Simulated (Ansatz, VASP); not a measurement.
# C in VASP and in Ansatz

File INCAR:

```
PREC     = Accurate       # precision mode
ENCUT    = 520            # plane-wave cutoff, eV
EDIFF    = 1E-7           # SCF threshold, eV
ISMEAR   = 0              # smearing method
SIGMA    = 0.05           # smearing width, eV
LREAL    = F              # projectors in reciprocal space
LASPH    = T              # aspherical terms in the spheres
NELM     = 80             # most SCF steps
ALGO     = Normal         # electronic algorithm
ISIF     = 2              # what is computed and relaxed
LWAVE    = F              # write WAVECAR
LCHARG   = F              # write CHGCAR
GGA      = PE             # functional
NBANDS   = 11             # bands
```

KPOINTS

```
Automatic mesh
0
Gamma
  12 12 12
```

The input POSCAR:

```
C
1.0
    0.0000000000      1.8875145893      1.7138632471
    1.8875145893      0.0000000000      1.7138632471
    1.8875145893      1.8875145893      0.0000000000
C
2
Direct
    0.5000000000      0.5000000000      0.5000000000
    0.7500000000      0.7500000000      0.7500000000
```

Input for Ansatz:

```yaml
crystal:
  lattice:
    - [0.0, 1.8875145893, 1.7138632471]
    - [1.8875145893, 0.0, 1.7138632471]
    - [1.8875145893, 1.8875145893, 0.0]
  atoms:
    - { symbol: C, position: [0.5, 0.5, 0.5] }
    - { symbol: C, position: [0.75, 0.75, 0.75] }
basis:
  ecutwfc: 520.0
kpoints:
  mp_grid: { grid: [12, 12, 12] }
hamiltonian:
  xc: pbe
  pseudopotentials: { kind: paw, azcp: { folder: soft_1 } }
scf:
  occupations: { method: gaussian, width: 0.05 }
output:
  forces: true
  stress: true
  eigenvalues: true
```

Alike in both runs: task single point; functional PBE; k mesh 12 × 12 × 12; occupations gaussian, width 0.05 eV; no spin polarisation.

```csv
,VASP,Ansatz
version,VASP 6.6.1,Ansatz 0.2.0
potentials or method,"VASP PAW PBE potentials, release 64 (C), cutoff 520 eV","scalar-relativistic, plane waves, PAW"
valence electrons in the cell,8,8
```

```tsv
	VASP	Ansatz	Ansatz less VASP
gap on the k mesh at the Fermi level (eV)	1.77	1.77	+0.007
least direct gap on the mesh (eV)	3.88	3.88	+0.003
pressure (GPa)	-25.8	-26.2	-0.37
traceless stress, the component that is largest in VASP (GPa)	49.65	49.64	-0.009
```
